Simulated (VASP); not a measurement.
# AlN (P6_3mc) in VASP: further runs, part 2 of 2

VASP 6.6.1. The steps go on from the part before.

## (4) Single point, PBE (volume changed by +10%)

The input, INCAR:

```
SYSTEM = AlN
  ALGO = Normal
  EDIFF = 1E-7
  ENCUT = 520
  GGA = PE
  ISIF = 2
  ISMEAR = 0
  LASPH = .True.
  LCHARG = .False.
  LREAL = .False.
  LWAVE = .False.
  NBANDS = 16
  NELM = 100
  PREC = Accurate
  SIGMA = 0.01
```

The input, KPOINTS:

```
k-points
0
Gamma
  6 6 2
  0 0 0
```

The input, POSCAR:

```
AlN
1.0
    3.2069789619      0.0000000000      0.0000000000
   -1.6034894810      2.7773252504      0.0000000000
    0.0000000000      0.0000000000      5.1392979687
Al N
2 2
Direct
    0.3333333333      0.6666666667     -0.0007956040
    0.6666666667      0.3333333333      0.4992043960
    0.3333333333      0.6666666667      0.3807956040
    0.6666666667      0.3333333333      0.8807956040
```

Potentials or basis: VASP PAW PBE potentials, release 64 (Al, N).

Run with:

```
> cat potpaw_PBE.64/Al/POTCAR potpaw_PBE.64/N/POTCAR > POTCAR
> mpirun -np 1 vasp_std > vasp.out
```

OUTCAR:

```text
SYSTEM = AlN
   EDIFF = 1E-7
   ENCUT = 520
   GGA = PE
   ISIF = 2
   ISMEAR = 0
   LASPH = .True.
   LREAL = .False.
   NELM = 100
   PREC = Accurate

 ion  position               nearest neighbor table
   1  0.333  0.667  0.999-   4 1.95   4 1.95   4 1.95   3 1.96   2 3.17   2 3.17   2 3.17   2 3.17
                             2 3.17   2 3.17
   2  0.667  0.333  0.499-   3 1.95   3 1.95   3 1.95   4 1.96   1 3.17   1 3.17   1 3.17   1 3.17
                             1 3.17   1 3.17
   3  0.333  0.667  0.381-   2 1.95   2 1.95   2 1.95   1 1.96
   4  0.667  0.333  0.881-   1 1.95   1 1.95   1 1.95   2 1.96

  LATTYP: Found a hexagonal cell.
 ALAT       =     3.2069789619
 C/A-ratio  =     1.6025356043

  Lattice vectors:

 A1 = (   3.2069789619,   0.0000000000,   0.0000000000)
 A2 = (  -1.6034894810,   2.7773252504,   0.0000000000)
 A3 = (   0.0000000000,   0.0000000000,   5.1392979687)

Analysis of symmetry for initial positions (statically):
=====================================================================
 Subroutine PRICEL returns:
 Original cell was already a primitive cell.

 Routine SETGRP: Setting up the symmetry group for a
 hexagonal supercell.

 Subroutine GETGRP returns: Found 12 space group operations
 (whereof  6 operations were pure point group operations)
 out of a pool of 24 trial point group operations.

The static configuration has the point symmetry C_3v.
 The point group associated with its full space group is C_6v.

Analysis of symmetry for dynamics (positions and initial velocities):
=====================================================================
 Subroutine PRICEL returns:
 Original cell was already a primitive cell.

 Routine SETGRP: Setting up the symmetry group for a
 hexagonal supercell.

 Subroutine GETGRP returns: Found 12 space group operations
 (whereof  6 operations were pure point group operations)
 out of a pool of 24 trial point group operations.

[... 114 lines left out ...]
     AMIX_MAG =   1.60;   BMIX_MAG =  1.00
  volume/ion in A,a.u.               =      11.44        77.23
  Fermi-wavevector in a.u.,A,eV,Ry     =   1.153203  2.179239 18.094092  1.329878
  Thomas-Fermi vector in A             =   2.289849
   LORBIT       =      0    0 simple, 1 ext, 2 COOP (PROOUT), +10 PAW based schemes
   GGA     = PE    functional components
   LHFCALC =     F    Hartree Fock is set to
   AEXX    =    0.0000 exact exchange contribution
   IVDW    =     0    specifies the selected vdW correction
   LEPSILON=     F    determine dielectric tensor
   LRPA    =     F    only Hartree local field effects (RPA)
 non-spin polarized calculation
 Gauss-broadening in eV      SIGMA  =   0.01
  energy-cutoff  :      520.00
  volume of cell :       45.77
 maximum number of plane-waves:      1244
 NGX is ok and might be reduce to    24
   NGX = 11   NGY = 11   NGZ = 19

 number of electron      16.0000004 magnetization

 Free energy of the ion-electron system (eV)
  ---------------------------------------------------
  ext. energy  EPLUGINS =         0.00000000
  ---------------------------------------------------
  free energy    TOTEN  =       -29.64594823 eV

  energy without entropy =      -29.64594823  energy(sigma->0) =      -29.64594823

 E-fermi :   5.4266     XC(G=0): -10.5178

 val. band max:        5.3029106929   @ k =   0.0000   0.0000   0.0000
 cond. band min:       8.7271894064   @ k =   0.0000   0.0000   0.0000
 fundamental gap:      3.4242787136
 Fermi energy:         5.4266169547

 k-point     1 :       0.0000    0.0000    0.0000
  band No.  band energies     occupation
      1      -9.3511      2.00000
      2      -7.4792      2.00000
      3      -0.2912      2.00000
      4       4.4871      2.00000
      5       4.4871      2.00000
      6       5.1122      2.00000
[... 243 lines left out ...]
      3       0.7044      2.00000
      4       0.7044      2.00000
      5       1.7661      2.00000
      6       1.7661      2.00000
[... 8 lines left out ...]
     15      18.5817      0.00000
     16      18.5817      0.00000

------------------------ aborting loop because EDIFF is reached ----------------------------------------

  FORCE on cell =-STRESS in cart. coord.  units (eV):
  Direction    XX          YY          ZZ          XY          YZ          ZX
  --------------------------------------------------------------------------------------
  -------------------------------------------------------------------------------------
  Total       -3.6426124     -3.6426124     -3.3709064      0.0000000      0.0000000      0.0000000
  in kB     -127.4960960   -127.4960960   -117.9860385      0.0000000      0.0000000      0.0000000
  external PRESSURE =    -124.3260768 kB  Pullay stress =       0.0000000 kB

 VOLUME and BASIS-vectors are now :
 -----------------------------------------------------------------------------
  energy-cutoff  :      520.00
  volume of cell :       45.77
      direct lattice vectors                 reciprocal lattice vectors
     3.206978962  0.000000000  0.000000000     0.311819944  0.180029329  0.000000000
    -1.603489481  2.777325250  0.000000000     0.000000000  0.360058657  0.000000000
     0.000000000  0.000000000  5.139297969     0.000000000  0.000000000  0.194579105

 POSITION                                       TOTAL-FORCE (eV/Angst)
 -----------------------------------------------------------------------------------
     -0.00000      1.85155      5.13521         0.000000      0.000000      0.024350
      1.60349      0.92578      2.56556         0.000000      0.000000      0.024350
     -0.00000      1.85155      1.95702        -0.000000      0.000000     -0.024350
      1.60349      0.92578      4.52667        -0.000000     -0.000000     -0.024350
 -----------------------------------------------------------------------------------
    total drift:                                0.000000      0.000000     -0.000831

  FREE ENERGIE OF THE ION-ELECTRON SYSTEM (eV)
  ---------------------------------------------------
  free  energy   TOTEN  =       -29.6459482299 eV

  energy  without entropy=      -29.6459482299  energy(sigma->0) =      -29.64594823
```

OSZICAR:

```text
N       E                     dE             d eps       ncg     rms          rms(c)
DAV:   1     0.429166967926E+02    0.42917E+02   -0.72582E+03   448   0.896E+02
DAV:   2    -0.304135788800E+02   -0.73330E+02   -0.67659E+02   632   0.180E+02
DAV:   3    -0.340540821062E+02   -0.36405E+01   -0.36297E+01   568   0.427E+01
DAV:   4    -0.340794858996E+02   -0.25404E-01   -0.25403E-01   544   0.396E+00
DAV:   5    -0.340798440516E+02   -0.35815E-03   -0.35815E-03   568   0.480E-01    0.116E+01
DAV:   6    -0.296260765300E+02    0.44538E+01   -0.10749E+01   544   0.232E+01    0.399E+00
DAV:   7    -0.296582942361E+02   -0.32218E-01   -0.59937E-01   464   0.550E+00    0.282E+00
DAV:   8    -0.296511977545E+02    0.70965E-02   -0.70484E-02   496   0.245E+00    0.705E-01
DAV:   9    -0.296453364890E+02    0.58613E-02   -0.13043E-02   520   0.844E-01    0.271E-01
DAV:  10    -0.296460672730E+02   -0.73078E-03   -0.28507E-03   496   0.331E-01    0.160E-01
DAV:  11    -0.296459447830E+02    0.12249E-03   -0.24084E-04   544   0.117E-01    0.403E-02
DAV:  12    -0.296459485477E+02   -0.37647E-05   -0.16859E-05   488   0.323E-02    0.774E-03
DAV:  13    -0.296459482575E+02    0.29025E-06   -0.61678E-06   528   0.185E-02    0.637E-03
DAV:  14    -0.296459482299E+02    0.27542E-07   -0.46872E-07   504   0.574E-03
   1 F= -.29645948E+02 E0= -.29645948E+02  d E =-.271000E-70
```

stdout:

```text
POSCAR found type information on POSCAR AlN
 POSCAR found :  2 types and       4 ions
 scaLAPACK will be used
 LDA part: xc-table for (Slater+PW92), standard interpolation
 POSCAR, INCAR and KPOINTS ok, starting setup
 FFT: planning ... GRIDC
 FFT: planning ... GRID_SOFT
 FFT: planning ... GRID
 WAVECAR not read
 entering main loop
```

Run time: 23 s. Hardware: 1 thread of AMD EPYC 7R13, shared host; peak memory 0.12 GiB.

Results:

| Property | Result |
| --- | --- |
| Free energy | -29.6459 eV |
| Pressure | -12.4 GPa |
| Largest force | 0.024 eV/Å |
| Band gap on the k mesh | 3.42 eV, direct |

Forces on the atoms (eV/Å):
```
Al   0.000  0.000  0.024
Al   0.000  0.000  0.024
N    0.000  0.000 -0.024
N    0.000  0.000 -0.024
```

Stress tensor (GPa, compression positive):
```
-12.75   0.00   0.00
  0.00 -12.75   0.00
  0.00   0.00 -11.80
```

Caveat: the k points lie up to 0.61 Å⁻¹ apart.

## (5) Summary

```csv
cell,gap on the mesh (eV),pressure (GPa),largest force (eV/Å)
"a = 3.107, b = 3.107, c = 4.979 Å, angles 90.0, 90.0, 120.0°, 4 atoms",4.24,4.4,0.01
"a = 3.158, b = 3.158, c = 5.060 Å, angles 90.0, 90.0, 120.0°, 4 atoms",3.82,-5.0,0.01
"a = 3.207, b = 3.207, c = 5.139 Å, angles 90.0, 90.0, 120.0°, 4 atoms",3.42,-12.4,0.02
```

Alike in all rows: task single point; level PBE; potentials or basis VASP PAW PBE potentials, release 64 (Al, N); no spin polarisation; k mesh 6 × 6 × 2; cutoff (eV) 520; smearing gaussian 0.01 eV.

Caveats: all runs use coarse meshes.

Absolute energies hang on the potentials; compare differences alone.
